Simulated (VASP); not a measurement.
# CO2 (Cmce) in VASP: further runs

Aim: see how the results for CO2 move with the level of theory and the settings. Levels: LDA, r2SCAN. Tasks: single point.

Everything below comes from runs of VASP 6.6.1. Logs are shortened: lines on timing, memory, paths and dates and some standing lists are left out, and cuts for length are marked.

**1. The cell of the first run**

It takes space group Cmce (No. 64, orthorhombic). Conventional cell: a = 5.272 Å, b = 4.775 Å, c = 6.587 Å, α = 90.00°, β = 90.00°, γ = 90.00°. O (site symmetry m) has 1 C at 1.17 Å within 1.6 Å. Within 1.6 Å of C (site symmetry 2/m) lie 2 O at 1.17 Å.

**2. Single point, LDA**

INCAR reads:

```
PREC = Accurate ; ENCUT = 520
EDIFF = 1E-7 ; ISMEAR = 0
SIGMA = 0.01 ; LREAL = False
LASPH = True ; NELM = 100
ALGO = Normal ; ISIF = 2
LWAVE = False ; LCHARG = False
NBANDS = 25
```

KPOINTS reads:

```
Automatic mesh
0
Gamma
  8 8 4
```

POSCAR reads:

```
CO2
1.0
    2.6359112300     -2.3873781200      0.0000000000
    2.6359112300      2.3873781200      0.0000000000
    0.0000000000      0.0000000000      6.5871749100
O C
4 2
Direct
    0.3065085700      0.6934914300      0.6081566100
    0.6934914300      0.3065085700      0.3918433900
    0.1934914300      0.8065085700      0.1081566100
    0.8065085700      0.1934914300      0.8918433900
    0.5000000000      0.5000000000      0.5000000000
    0.0000000000      0.0000000000      0.0000000000
```

Potentials or basis: VASP PAW LDA potentials, release 64 (O, C).

Started as:

```
cat potpaw_LDA.64/O/POTCAR potpaw_LDA.64/C/POTCAR > POTCAR
mpirun -np 1 vasp_std > vasp.out
```

OUTCAR:

```text
PREC = Accurate
   ENCUT = 520
   EDIFF = 1E-7
   ISMEAR = 0
   LREAL = False
   LASPH = True
   NELM = 100
   ISIF = 2

 ion  position               nearest neighbor table
   1  0.307  0.693  0.608-   5 1.17
   2  0.693  0.307  0.392-   5 1.17
   3  0.193  0.807  0.108-   6 1.17
   4  0.807  0.193  0.892-   6 1.17
   5  0.500  0.500  0.500-   1 1.17   2 1.17
   6  0.000  0.000  0.000-   3 1.17   4 1.17

  LATTYP: Found a base centered orthorhombic cell.
 ALAT       =     4.7747562400
 B/A-ratio  =     1.1041029521
 C/A-ratio  =     1.3795834968

  Lattice vectors:

 A1 = (  -2.6359112300,  -2.3873781200,   0.0000000000)
 A2 = (   2.6359112300,  -2.3873781200,   0.0000000000)
 A3 = (   0.0000000000,   0.0000000000,   6.5871749100)

Analysis of symmetry for initial positions (statically):
=====================================================================
 Subroutine PRICEL returns:
 Original cell was already a primitive cell.

 Routine SETGRP: Setting up the symmetry group for a
 base centered orthorhombic supercell.

 Subroutine GETGRP returns: Found  8 space group operations
 (whereof  4 operations were pure point group operations)
 out of a pool of  8 trial point group operations.

The static configuration has the point symmetry C_2h.
 The point group associated with its full space group is D_2h.

Analysis of symmetry for dynamics (positions and initial velocities):
=====================================================================
 Subroutine PRICEL returns:
 Original cell was already a primitive cell.

 Routine SETGRP: Setting up the symmetry group for a
 base centered orthorhombic supercell.

 Subroutine GETGRP returns: Found  8 space group operations
 (whereof  4 operations were pure point group operations)
 out of a pool of  8 trial point group operations.

The dynamic configuration has the point symmetry C_2h.
 The point group associated with its full space group is D_2h.

 Subroutine INISYM returns: Found  8 space group operations
 (whereof  4 operations are pure point group operations),
 and found     1 'primitive' translations

----------------------------------------------------------------------------------------

                                     Primitive cell

  volume of cell :      82.9051

  direct lattice vectors                    reciprocal lattice vectors
     2.635911230 -2.387378120  0.000000000     0.189687723 -0.209434775  0.000000000
     2.635911230  2.387378120  0.000000000     0.189687723  0.209434775  0.000000000
     0.000000000  0.000000000  6.587174910     0.000000000  0.000000000  0.151810148

  length of vectors
     3.556346763  3.556346763  6.587174910     0.282567439  0.282567439  0.151810148

  position of ions in fractional coordinates (direct lattice)
     0.306508570  0.693491430  0.608156610
     0.693491430  0.306508570  0.391843390
     0.193491430  0.806508570  0.108156610
     0.806508570  0.193491430  0.891843390
     0.500000000  0.500000000  0.500000000
     0.000000000  0.000000000  0.000000000

  ion indices of the primitive-cell ions
   primitive index   ion index
                 1           1
                 2           2
                 3           3
                 4           4
                 5           5
                 6           6

----------------------------------------------------------------------------------------

 KPOINTS: Automatic mesh

Automatic generation of k-mesh.
 Grid dimensions read from file:
 generate k-points for:    8    8    4

 Generating k-lattice:

  Cartesian coordinates                     Fractional coordinates (reciprocal lattice)
     0.023710965 -0.026179347  0.000000000     0.125000000  0.000000000  0.000000000
     0.023710965  0.026179347  0.000000000     0.000000000  0.125000000  0.000000000
     0.000000000  0.000000000  0.037952537     0.000000000  0.000000000  0.250000000

  Length of vectors
     0.035320930  0.035320930  0.037952537

  Shift w.r.t. Gamma in fractional coordinates (k-lattice)
     0.000000000  0.000000000  0.000000000

 Subroutine IBZKPT returns following result:
 ===========================================

 Found     63 irreducible k-points:

 Following reciprocal coordinates:
            Coordinates               Weight
  0.000000  0.000000  0.000000      1.000000
  0.125000  0.000000  0.000000      4.000000
  0.250000  0.000000  0.000000      4.000000
  0.375000 -0.000000  0.000000      4.000000
  0.500000  0.000000  0.000000      2.000000
  0.125000  0.125000  0.000000      2.000000
[... 16 lines left out ...]
  0.125000  0.000000  0.250000      8.000000
  0.250000  0.000000  0.250000      8.000000
 [... further k-points ...]
   k-points           NKPTS =     63   k-points in BZ     NKDIM =     63   number of bands    NBANDS=     25
   number of dos      NEDOS =    301   number of ions     NIONS =      6
   total plane-waves  NPLWV =  39200
   dimension x,y,z NGX =    28 NGY =   28 NGZ =   50
   dimension x,y,z NGXF=    56 NGYF=   56 NGZF=  100
   ions per type =               4   2
   NGX,Y,Z   is equivalent  to a cutoff of  13.09, 13.09, 12.62 a.u.
   NGXF,Y,Z  is equivalent  to a cutoff of  26.18, 26.18, 25.24 a.u.
 SYSTEM =  unknown system
   PREC   = accura    normal or accurate (medium, high low for compatibility)
   ISTART =      0    job   : 0-new  1-cont  2-samecut
   ICHARG =      2    charge: 1-file 2-atom 10-const
   ISPIN  =      1    spin polarized calculation?
   LNONCOLLINEAR =      F non collinear calculations
   LSORBIT =      F    spin-orbit coupling
   LASPH  =      T    aspherical Exc in radial PAW
   ENCUT  =  520.0 eV  38.22 Ry    6.18 a.u.   6.61  6.61 12.25*2*pi/ulx,y,z
   NELM   =    100;   NELMIN=  2; NELMDL= -5     # of ELM steps
   EDIFF  = 0.1E-06   stopping-criterion for ELM
   LREAL  =      F    real-space projection
   EDIFFG = 0.1E-05   stopping-criterion for IOM
   NSW    =      0    number of steps for IOM
   IBRION =     -1    ionic relax: 0-MD 1-quasi-New 2-CG
   NFREE  =      0    steps in history (QN), initial steepest desc. (CG)
   ISIF   =      2    stress and relaxation
   ISYM   =      2    0-nonsym 1-usesym 2-fastsym
   POTIM  = 0.5000    time-step for ionic-motion
   TEBEG  =    0.0;   TEEND  =   0.0 temperature during run
   PSTRESS=    0.0 pullay stress
   NELECT =      32.0000    total number of electrons
   NUPDOWN=      -1.0000    fix difference up-down
   EMIN   =  10.00;   EMAX   =-10.00  energy-range for DOS
   EFERMI =   0.00;   METHOD = LEGACY
   ISMEAR =     0;   SIGMA  =   0.01  broadening in eV -4-tet -1-fermi 0-gaus
   EFERMI_NEDOS =   21; number of points for ismear=-14 and -15
   IALGO  =     38    algorithm
   IMIX   =      4    mixing-type and parameters
     AMIX     =   0.40;   BMIX     =  1.00
     AMIX_MAG =   1.60;   BMIX_MAG =  1.00
  volume/ion in A,a.u.               =      13.82        93.25
  Fermi-wavevector in a.u.,A,eV,Ry     =   1.191968  2.252492 19.330976  1.420787
  Thomas-Fermi vector in A             =   2.328017
   LORBIT       =      0    0 simple, 1 ext, 2 COOP (PROOUT), +10 PAW based schemes
   GGA     = CA    functional components
   LHFCALC =     F    Hartree Fock is set to
   AEXX    =    0.0000 exact exchange contribution
   IVDW    =     0    specifies the selected vdW correction
   LEPSILON=     F    determine dielectric tensor
   LRPA    =     F    only Hartree local field effects (RPA)
 non-spin polarized calculation
 Gauss-broadening in eV      SIGMA  =   0.01
  energy-cutoff  :      520.00
  volume of cell :       82.91
 maximum number of plane-waves:      2260
 NGX is ok and might be reduce to    28
   NGX = 13   NGY = 13   NGZ = 25

 number of electron      32.0000006 magnetization

 Free energy of the ion-electron system (eV)
  ---------------------------------------------------
  ext. energy  EPLUGINS =         0.00000000
  ---------------------------------------------------
  free energy    TOTEN  =       -49.73070865 eV

  energy without entropy =      -49.73070865  energy(sigma->0) =      -49.73070865

 E-fermi :  -3.2201     XC(G=0):  -8.8468

 val. band max:       -3.3246348606   @ k =   0.5000   0.5000   0.0000
 cond. band min:       2.9768784471   @ k =   0.0000   0.0000   0.0000
 fundamental gap:      6.3015133076
 Fermi energy:        -3.2200986073

 k-point     1 :       0.0000    0.0000    0.0000
  band No.  band energies     occupation
      1     -23.9474      2.00000
      2     -23.7717      2.00000
      3     -22.7835      2.00000
      4     -22.7007      2.00000
      5      -8.4212      2.00000
      6      -8.3911      2.00000
[... 17 lines left out ...]
     24      12.0972      0.00000
     25      12.7367      0.00000

 k-point     2 :       0.1250    0.0000    0.0000
  band No.  band energies     occupation
      1     -23.9243      2.00000
      2     -23.7602      2.00000
      3     -22.7872      2.00000
      4     -22.7122      2.00000
      5      -8.6026      2.00000
      6      -8.3257      2.00000
[... 17 lines left out ...]
     24      11.5934      0.00000
     25      12.5502      0.00000

 k-point     3 :       0.2500    0.0000    0.0000
  band No.  band energies     occupation
      1     -23.8637      2.00000
      2     -23.7345      2.00000
      3     -22.7971      2.00000
      4     -22.7429      2.00000
      5      -8.7369      2.00000
      6      -8.3759      2.00000
[... 552 lines left out ...]
 k-point    23 :       0.1250    0.0000    0.2500
  band No.  band energies     occupation
      1     -23.9021      2.00000
      2     -23.7864      2.00000
      3     -22.7742      2.00000
      4     -22.7215      2.00000
      5      -8.6284      2.00000
      6      -8.4345      2.00000
[... 17 lines left out ...]
     24      11.8188      0.00000
     25      12.4959      0.00000

 k-point    24 :       0.2500    0.0000    0.2500
  band No.  band energies     occupation
      1     -23.8458      2.00000
      2     -23.7547      2.00000
      3     -22.7881      2.00000
      4     -22.7499      2.00000
      5      -8.7054      2.00000
      6      -8.3943      2.00000
[... 17 lines left out ...]
     24      10.8717      0.00000
     25      11.5824      0.00000

 [... further k-points ...]

------------------------ aborting loop because EDIFF is reached ----------------------------------------

  FORCE on cell =-STRESS in cart. coord.  units (eV):
  Direction    XX          YY          ZZ          XY          YZ          ZX
  --------------------------------------------------------------------------------------
  -------------------------------------------------------------------------------------
  Total       -0.6657268     -0.0820788     -0.5037508      0.0000000      0.0000000      0.0000000
  in kB      -12.8654633     -1.5862095     -9.7352058      0.0000000      0.0000000      0.0000000
  external PRESSURE =      -8.0622929 kB  Pullay stress =       0.0000000 kB

 VOLUME and BASIS-vectors are now :
 -----------------------------------------------------------------------------
  energy-cutoff  :      520.00
  volume of cell :       82.91
      direct lattice vectors                 reciprocal lattice vectors
     2.635911230 -2.387378120  0.000000000     0.189687723 -0.209434775  0.000000000
     2.635911230  2.387378120  0.000000000     0.189687723  0.209434775  0.000000000
     0.000000000  0.000000000  6.587174910     0.000000000  0.000000000  0.151810148

 POSITION                                       TOTAL-FORCE (eV/Angst)
 -----------------------------------------------------------------------------------
      2.63591      0.92387      4.00603         0.000000      0.163961      0.108463
      2.63591     -0.92387      2.58114         0.000000     -0.163961     -0.108463
      2.63591      1.46350      0.71245         0.000000     -0.163961      0.108463
      2.63591     -1.46350      5.87473         0.000000      0.163961     -0.108463
      2.63591      0.00000      3.29359         0.000000      0.000000      0.000000
      0.00000      0.00000      0.00000         0.000000      0.000000      0.000000
 -----------------------------------------------------------------------------------
    total drift:                                0.000000     -0.000000      0.000000

  FREE ENERGIE OF THE ION-ELECTRON SYSTEM (eV)
  ---------------------------------------------------
  free  energy   TOTEN  =       -49.7307086476 eV

  energy  without entropy=      -49.7307086476  energy(sigma->0) =      -49.73070865
```

It took 2.8 min on 1 thread of Intel Xeon Platinum 8259CL at 2.50GHz (Skylake/Cascade Lake), shared host; peak memory 0.22 GiB.

What came out:

| Property | Result |
| --- | --- |
| Free energy | -49.7307 eV |
| Pressure | -0.8 GPa |
| Largest force | 0.197 eV/Å |
| Band gap on the k mesh | 6.30 eV (least direct gap 6.88 eV) |

Forces in eV/Å, atoms in the order of the input:
```
O    0.000  0.164  0.108
O    0.000 -0.164 -0.108
O    0.000 -0.164  0.108
O    0.000  0.164 -0.108
C    0.000  0.000  0.000
C    0.000  0.000  0.000
```

Stress tensor (GPa, compression positive):
```
-1.29  0.00  0.00
 0.00 -0.16  0.00
 0.00  0.00 -0.97
```

Levels at points of the mesh, in eV from the valence-band top:
```csv
k point,band 14,band 15,band 16,band 17,band 18,band 19
"(0.00, 0.00, 0.00)",-0.96,-0.63,-0.58,6.30,6.97,7.54
"(0.50, 0.00, 0.00)",-0.72,-0.29,-0.29,7.44,7.44,8.46
"(0.50, 0.50, 0.00)",-0.67,-0.34,0.00,7.65,8.73,8.84
"(0.00, 0.00, 0.50)",-0.82,-0.75,-0.75,7.31,7.31,7.38
"(0.50, 0.00, 0.50)",-0.79,-0.25,-0.25,7.52,7.52,8.51
"(0.50, 0.50, 0.50)",-0.70,-0.32,-0.32,8.24,8.24,8.78
```

**3. Single point, r2SCAN**

POSCAR is that of step 2.

INCAR.step1 reads:

```
PREC = Accurate ; ENCUT = 520
ISMEAR = 0 ; SIGMA = 0.01
LREAL = False ; LASPH = True
NELM = 60 ; NBANDS = 25
GGA = PE ; ALGO = Normal
EDIFF = 1E-4 ; LWAVE = True
LCHARG = False
```

INCAR.step2 reads:

```
PREC = Accurate ; ENCUT = 520
EDIFF = 1E-7 ; ISMEAR = 0
SIGMA = 0.01 ; LREAL = False
LASPH = True ; NELM = 60
ALGO = Normal ; ISIF = 2
LWAVE = False ; LCHARG = True
METAGGA = R2SCAN ; LMIXTAU = True
LELF = True ; LVHAR = True
NBANDS = 25 ; ISTART = 1
```

KPOINTS reads:

```
regular mesh
0
Gamma
  8 8 4
```

Potentials or basis: VASP PAW PBE potentials, release 64 (O, C).

Started as:

```
cat potpaw_PBE.64/O/POTCAR potpaw_PBE.64/C/POTCAR > POTCAR
cp INCAR.step1 INCAR
mpirun -np 1 vasp_std > vasp.out
cp INCAR.step2 INCAR
mpirun -np 1 vasp_std > vasp.out
```

Run time: 9.2 min. Hardware: 1 thread of Intel Xeon Platinum 8259CL at 2.50GHz (Skylake/Cascade Lake), shared host; peak memory 0.25 GiB.

Results (log left out):

* Free energy: -51.4741 eV
* Pressure: 0.4 GPa
* Largest force: 0.054 eV/Å
* Band gap on the k mesh: 7.22 eV (least direct gap 7.79 eV)

Forces on the atoms (eV/Å):
```
O    0.000  0.048  0.026
O    0.000 -0.048 -0.026
O    0.000 -0.048  0.026
O    0.000  0.048 -0.026
C    0.000  0.000  0.000
C    0.000  0.000  0.000
```

Stress tensor (GPa, compression positive):
```
0.32 0.00 0.00
0.00 0.54 0.00
0.00 0.00 0.21
```

Levels at points of the mesh, in eV from the valence-band top:
| k point | band 12 | band 13 | band 14 | band 15 | band 16 | band 17 | band 18 | band 19 | band 20 | band 21 |
| --- | --- | --- | --- | --- | --- | --- | --- | --- | --- | --- |
| (0.00, 0.00, 0.00) | -3.55 | -0.98 | -0.93 | -0.62 | -0.57 | 7.22 | 7.76 | 8.33 | 8.47 | 9.41 |
| (0.50, 0.00, 0.00) | -3.75 | -0.70 | -0.70 | -0.29 | -0.29 | 8.24 | 8.24 | 9.28 | 9.28 | 10.55 |
| (0.50, 0.50, 0.00) | -3.72 | -0.99 | -0.64 | -0.34 | 0.00 | 8.45 | 9.58 | 9.67 | 9.74 | 11.01 |
| (0.00, 0.00, 0.50) | -3.60 | -0.80 | -0.80 | -0.73 | -0.73 | 8.10 | 8.10 | 8.35 | 8.35 | 8.92 |
| (0.50, 0.00, 0.50) | -3.68 | -0.77 | -0.77 | -0.25 | -0.25 | 8.31 | 8.31 | 9.34 | 9.34 | 10.38 |
| (0.50, 0.50, 0.50) | -4.14 | -0.68 | -0.68 | -0.30 | -0.30 | 9.06 | 9.06 | 9.62 | 9.62 | 11.94 |

Caveat: the PAW data sets were made with another functional, which shifts forces and pressure a little. A k mesh can miss the band edges.
